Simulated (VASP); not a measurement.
# Cs (P6/mmm) in VASP: further runs

Cs is run at these levels: r2SCAN; tasks: single point.

All numbers are computed with VASP 6.6.1; they aren't measurements. Logs are shortened: lines on timing, memory, paths and dates and some standing lists are left out, and cuts for length are marked.

### 1 The cell of the first run

The structure is hexagonal, space group P6/mmm (No. 191). The conventional cell has a = 8.587 Å, b = 8.587 Å, c = 5.131 Å, α = 90.00°, β = 90.00°, γ = 120.00°.

This isn't the form of Cs at room conditions, which is bcc.

### 2 Single point, r2SCAN (109.22 Å³/atom)

File POSCAR:

```
Cs
1.0
    8.5865631717      0.0000000000      0.0000000000
   -4.2932815859      7.4361818378      0.0000000000
    0.0000000000      0.0000000000      5.1314407860
Cs
3
Direct
    1.0000000000      1.0000000000      0.0000000000
    0.3333333333      0.6666666667      0.5000000000
    0.6666666667      0.3333333333      0.5000000000
```

File INCAR.step1:

```
SYSTEM = Cs
ALGO = Normal
EDIFF = 1E-4
ENCUT = 520
GGA = PE
ISMEAR = -1
LASPH = .TRUE.
LCHARG = .FALSE.
LREAL = .FALSE.
LWAVE = .TRUE.
NBANDS = 20
NELM = 60
PREC = Accurate
SIGMA = 0.1
```

File INCAR.step2:

```
SYSTEM = Cs
ALGO = Normal
EDIFF = 1E-6
ENCUT = 520
ISIF = 2
ISMEAR = -1
ISTART = 1
LASPH = .TRUE.
LCHARG = .TRUE.
LELF = .TRUE.
LMIXTAU = .TRUE.
LREAL = .FALSE.
LVHAR = .TRUE.
LWAVE = .FALSE.
METAGGA = R2SCAN
NBANDS = 20
NELM = 60
PREC = Accurate
SIGMA = 0.1
```

File KPOINTS:

```
k-points
0
G
  5 5 7
  0 0 0
```

Potentials or basis: VASP PAW PBE potentials, release 64 (Cs_sv).

Launch:

```console
$ cat potpaw_PBE.64/Cs_sv/POTCAR > POTCAR
$ cp INCAR.step1 INCAR
$ mpirun -np 1 vasp_std > vasp.out
$ cp INCAR.step2 INCAR
$ mpirun -np 1 vasp_std > vasp.out
```

OUTCAR:

```text
SYSTEM = Cs
   EDIFF = 1E-6
   ENCUT = 520
   ISIF = 2
   ISMEAR = -1
   ISTART = 1
   LASPH = .TRUE.
   LREAL = .FALSE.
   METAGGA = R2SCAN
   NELM = 60
   PREC = Accurate

 ion  position               nearest neighbor table
   1  0.000  0.000  0.000-
   2  0.333  0.667  0.500-
   3  0.667  0.333  0.500-

  LATTYP: Found a hexagonal cell.
 ALAT       =     8.5865631717
 C/A-ratio  =     0.5976128846

  Lattice vectors:

 A1 = (   8.5865631717,   0.0000000000,   0.0000000000)
 A2 = (  -4.2932815859,   7.4361818378,   0.0000000000)
 A3 = (   0.0000000000,   0.0000000000,   5.1314407860)

Analysis of symmetry for initial positions (statically):
=====================================================================
 Subroutine PRICEL returns:
 Original cell was already a primitive cell.

 Routine SETGRP: Setting up the symmetry group for a
 hexagonal supercell.

 Subroutine GETGRP returns: Found 24 space group operations
 (whereof 24 operations were pure point group operations)
 out of a pool of 24 trial point group operations.

The static configuration has the point symmetry D_6h.

Analysis of symmetry for dynamics (positions and initial velocities):
=====================================================================
 Subroutine PRICEL returns:
 Original cell was already a primitive cell.

 Routine SETGRP: Setting up the symmetry group for a
 hexagonal supercell.

 Subroutine GETGRP returns: Found 24 space group operations
 (whereof 24 operations were pure point group operations)
 out of a pool of 24 trial point group operations.

The dynamic configuration has the point symmetry D_6h.

 Subroutine INISYM returns: Found 24 space group operations
 (whereof 24 operations are pure point group operations),
 and found     1 'primitive' translations

----------------------------------------------------------------------------------------

                                     Primitive cell

  volume of cell :     327.6489

  direct lattice vectors                    reciprocal lattice vectors
     8.586563172  0.000000000  0.000000000     0.116461031  0.067238808  0.000000000
    -4.293281586  7.436181838  0.000000000     0.000000000  0.134477615  0.000000000
     0.000000000  0.000000000  5.131440786     0.000000000  0.000000000  0.194877042

  length of vectors
     8.586563172  8.586563172  5.131440786     0.134477615  0.134477615  0.194877042

  position of ions in fractional coordinates (direct lattice)
     0.000000000  0.000000000  0.000000000
     0.333333333  0.666666667  0.500000000
     0.666666667  0.333333333  0.500000000

  ion indices of the primitive-cell ions
   primitive index   ion index
                 1           1
                 2           2
                 3           3

----------------------------------------------------------------------------------------

 KPOINTS: k-points

Automatic generation of k-mesh.
 Grid dimensions read from file:
 generate k-points for:    5    5    7

 Generating k-lattice:

  Cartesian coordinates                     Fractional coordinates (reciprocal lattice)
     0.023292206  0.013447762  0.000000000     0.200000000 -0.000000000  0.000000000
     0.000000000  0.026895523  0.000000000     0.000000000  0.200000000  0.000000000
     0.000000000  0.000000000  0.027839577     0.000000000  0.000000000  0.142857143

  Length of vectors
     0.026895523  0.026895523  0.027839577

  Shift w.r.t. Gamma in fractional coordinates (k-lattice)
     0.000000000  0.000000000  0.000000000

 Subroutine IBZKPT returns following result:
 ===========================================

 Found     20 irreducible k-points:

 Following reciprocal coordinates:
            Coordinates               Weight
  0.000000  0.000000  0.000000      1.000000
  0.200000 -0.000000  0.000000      6.000000
  0.400000 -0.000000  0.000000      6.000000
  0.200000  0.200000  0.000000      6.000000
  0.400000  0.200000  0.000000      6.000000
  0.000000  0.000000  0.142857      2.000000
[... 12 lines left out ...]
  0.200000  0.200000  0.428571     12.000000
  0.400000  0.200000  0.428571     12.000000
   k-points           NKPTS =     20   k-points in BZ     NKDIM =     20   number of bands    NBANDS=     20
   number of dos      NEDOS =    301   number of ions     NIONS =      3
   total plane-waves  NPLWV = 163840
   dimension x,y,z NGX =    64 NGY =   64 NGZ =   40
   dimension x,y,z NGXF=   128 NGYF=  128 NGZF=   80
   ions per type =               3
   NGX,Y,Z   is equivalent  to a cutoff of  12.39, 12.39, 12.96 a.u.
   NGXF,Y,Z  is equivalent  to a cutoff of  24.78, 24.78, 25.92 a.u.
 SYSTEM =  Cs
   PREC   = accura    normal or accurate (medium, high low for compatibility)
   ISTART =      1    job   : 0-new  1-cont  2-samecut
   ICHARG =      0    charge: 1-file 2-atom 10-const
   ISPIN  =      1    spin polarized calculation?
   LNONCOLLINEAR =      F non collinear calculations
   LSORBIT =      F    spin-orbit coupling
   LASPH  =      T    aspherical Exc in radial PAW
   ENCUT  =  520.0 eV  38.22 Ry    6.18 a.u.  15.97 15.97  9.54*2*pi/ulx,y,z
   NELM   =     60;   NELMIN=  2; NELMDL=  0     # of ELM steps
   EDIFF  = 0.1E-05   stopping-criterion for ELM
   LREAL  =      F    real-space projection
[... 7 lines left out ...]
   TEBEG  =    0.0;   TEEND  =   0.0 temperature during run
   PSTRESS=    0.0 pullay stress
   NELECT =      27.0000    total number of electrons
   NUPDOWN=      -1.0000    fix difference up-down
   EMIN   =  10.00;   EMAX   =-10.00  energy-range for DOS
   EFERMI =   0.00;   METHOD = LEGACY
   ISMEAR =    -1;   SIGMA  =   0.10  broadening in eV -4-tet -1-fermi 0-gaus
   EFERMI_NEDOS =   21; number of points for ismear=-14 and -15
   IALGO  =     38    algorithm
   IMIX   =      4    mixing-type and parameters
     AMIX     =   0.40;   BMIX     =  1.00
     AMIX_MAG =   1.60;   BMIX_MAG =  1.00
  volume/ion in A,a.u.               =     109.22       737.03
  Fermi-wavevector in a.u.,A,eV,Ry     =   0.712404  1.346249  6.905227  0.507520
  Thomas-Fermi vector in A             =   1.799771
   LORBIT       =      0    0 simple, 1 ext, 2 COOP (PROOUT), +10 PAW based schemes
   METAGGA = R2SCAN    functional components
   LHFCALC =     F    Hartree Fock is set to
   AEXX    =    0.0000 exact exchange contribution
   IVDW    =     0    specifies the selected vdW correction
   LEPSILON=     F    determine dielectric tensor
   LRPA    =     F    only Hartree local field effects (RPA)
 non-spin polarized calculation
  energy-cutoff  :      520.00
  volume of cell :      327.65
 maximum number of plane-waves:      8851
 NGX is ok and might be reduce to    64
   NGX = 31   NGY = 31   NGZ = 19

 number of electron      27.0000002 magnetization

 Free energy of the ion-electron system (eV)
  ---------------------------------------------------
  ext. energy  EPLUGINS =         0.00000000
  ---------------------------------------------------
  free energy    TOTEN  =       -75.05766354 eV

  energy without entropy =      -74.94647129  energy(sigma->0) =      -75.00206741

 E-fermi :   0.6807     XC(G=0):  -5.7701

 val. band max:        0.6555417550   @ k =   0.2000   0.2000   0.1429
 cond. band min:       0.6939798157   @ k =   0.2000   0.2000   0.1429
 fundamental gap:      0.0384380606
 Fermi energy:         0.6806758064

 k-point     1 :       0.0000    0.0000    0.0000
  band No.  band energies     occupation
      1     -24.1471      2.00000
      2     -24.1351      2.00000
      3     -24.0023      2.00000
      4     -10.6460      2.00000
      5     -10.6460      2.00000
      6     -10.5453      2.00000
[... 12 lines left out ...]
     19       1.9952      0.00000
     20       3.2197      0.00000

 k-point     2 :       0.2000   -0.0000    0.0000
  band No.  band energies     occupation
      1     -24.1461      2.00000
      2     -24.1361      2.00000
      3     -24.0023      2.00000
      4     -10.6544      2.00000
      5     -10.6421      2.00000
      6     -10.5419      2.00000
[... 12 lines left out ...]
     19       2.4741      0.00000
     20       3.2009      0.00000

 k-point     3 :       0.4000   -0.0000    0.0000
  band No.  band energies     occupation
      1     -24.1437      2.00000
      2     -24.1384      2.00000
      3     -24.0023      2.00000
      4     -10.6657      2.00000
      5     -10.6245      2.00000
      6     -10.5557      2.00000
[... 12 lines left out ...]
     19       2.6954      0.00000
     20       2.7036      0.00000

 k-point     4 :       0.2000    0.2000    0.0000
  band No.  band energies     occupation
      1     -24.1443      2.00000
      2     -24.1379      2.00000
      3     -24.0023      2.00000
      4     -10.6607      2.00000
      5     -10.6320      2.00000
      6     -10.5535      2.00000
[... 12 lines left out ...]
     19       2.7224      0.00000
     20       2.8316      0.00000

 k-point     5 :       0.4000    0.2000    0.0000
  band No.  band energies     occupation
      1     -24.1423      2.00000
      2     -24.1399      2.00000
      3     -24.0024      2.00000
      4     -10.6636      2.00000
      5     -10.6129      2.00000
      6     -10.5781      2.00000
[... 12 lines left out ...]
     19       2.6325      0.00000
     20       2.6499      0.00000
[... 261 lines left out ...]
      6     -10.6235      2.00000
[... 12 lines left out ...]
     19       2.6567      0.00000
     20       2.7885      0.00000

 k-point    18 :       0.4000   -0.0000    0.4286
  band No.  band energies     occupation
      1     -24.1389      2.00000
      2     -24.1337      2.00000
      3     -23.9974      2.00000
      4     -10.6397      2.00000
      5     -10.6395      2.00000
      6     -10.6188      2.00000
[... 12 lines left out ...]
     19       2.2252      0.00000
     20       2.8506      0.00000

 k-point    19 :       0.2000    0.2000    0.4286
  band No.  band energies     occupation
      1     -24.1395      2.00000
      2     -24.1332      2.00000
      3     -23.9974      2.00000
      4     -10.6450      2.00000
      5     -10.6400      2.00000
      6     -10.6176      2.00000
[... 12 lines left out ...]
     19       2.4932      0.00000
     20       2.6890      0.00000

 k-point    20 :       0.4000    0.2000    0.4286
  band No.  band energies     occupation
      1     -24.1376      2.00000
      2     -24.1351      2.00000
      3     -23.9975      2.00000
      4     -10.6522      2.00000
      5     -10.6352      2.00000
      6     -10.6244      2.00000
[... 12 lines left out ...]
     19       2.4225      0.00000
     20       2.8280      0.00000

------------------------ aborting loop because EDIFF is reached ----------------------------------------

  FORCE on cell =-STRESS in cart. coord.  units (eV):
  Direction    XX          YY          ZZ          XY          YZ          ZX
  --------------------------------------------------------------------------------------
  -------------------------------------------------------------------------------------
  Total        0.5727492      0.5727492      0.5222045     -0.0000000      0.0000000      0.0000000
  in kB        2.8006985      2.8006985      2.5535388     -0.0000000      0.0000000      0.0000000
  external PRESSURE =       2.7183120 kB  Pullay stress =       0.0000000 kB

 VOLUME and BASIS-vectors are now :
 -----------------------------------------------------------------------------
  energy-cutoff  :      520.00
  volume of cell :      327.65
      direct lattice vectors                 reciprocal lattice vectors
     8.586563172  0.000000000  0.000000000     0.116461031  0.067238808  0.000000000
    -4.293281586  7.436181838  0.000000000     0.000000000  0.134477615  0.000000000
     0.000000000  0.000000000  5.131440786     0.000000000  0.000000000  0.194877042

 POSITION                                       TOTAL-FORCE (eV/Angst)
 -----------------------------------------------------------------------------------
      0.00000      0.00000      0.00000         0.000000     -0.000000      0.000000
     -0.00000      4.95745      2.56572         0.000000      0.000000     -0.000000
      4.29328      2.47873      2.56572        -0.000000     -0.000000      0.000000
 -----------------------------------------------------------------------------------
    total drift:                               -0.000000      0.000000      0.000000

  FREE ENERGIE OF THE ION-ELECTRON SYSTEM (eV)
  ---------------------------------------------------
  free  energy   TOTEN  =       -75.0576635370 eV

  energy  without entropy=      -74.9464712895  energy(sigma->0) =      -75.00206741
```

Wall time 7.1 min (1 thread of Intel Xeon Platinum 8488C (Sapphire Rapids), shared host); peak memory 0.48 GiB.

Results:

* Free energy: -75.0577 eV
* Pressure: 0.3 GPa
* Band gap on the k mesh: zero (an odd number of electrons rules out a gap without spin polarisation)

Levels at points of the mesh, in eV from the Fermi level:
```tsv
k point	band 10	band 11	band 12	band 13	band 14	band 15	band 16	band 17
(0.00, 0.00, 0.00)	-11.10	-11.10	-11.07	-1.82	0.81	0.86	0.86	0.90
```

Caveat: the PAW data sets were made with another functional, which shifts forces and pressure a little; spin-orbit coupling is left out, which moves the levels of the heavy elements.

(Continued in part 2 of 2.)

The gap in the log of VASP goes by the Fermi energy; the results here count the filled bands.